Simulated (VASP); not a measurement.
Ge4F, 5 atoms in the cell. The cell holds a slab with vacuum, 5 atoms: a = 4.030 Å, b = 4.030 Å, c = 21.642 Å, α = 90.00°, β = 90.00°, γ = 90.00°. 

```yaml
Program: VASP 6.6.1
Task: single point
Functional: PBE
Dispersion: D3(BJ)
Potentials_or_basis: VASP PAW PBE potentials, release 64 (Ge_d, F)
Cutoff: 520 eV
k_mesh: 7 × 7 × 1
Occupations: gaussian, width 0.1 eV
Spin: no spin polarisation
Dipole_correction: yes
Further_INCAR_settings: ALGO = Normal; EDIFF = 1e-07; NBANDS = 40
```

Potentials or basis: VASP PAW PBE potentials, release 64 (Ge_d, F).

The run is started by

```bash
$ cat potpaw_PBE.64/Ge_d/POTCAR potpaw_PBE.64/F/POTCAR > POTCAR
$ mpirun -np 1 vasp_std > vasp.out
```

Hardware: 1 thread of Intel Xeon 8259CL, with other jobs on the host.

Task: Estimate the wall time of this run.

Result: It took 13 min on 1 thread of Intel Xeon 8259CL, with other jobs on the host, peak memory 0.49 GiB. Counts: scf iterations 32, k points 16.
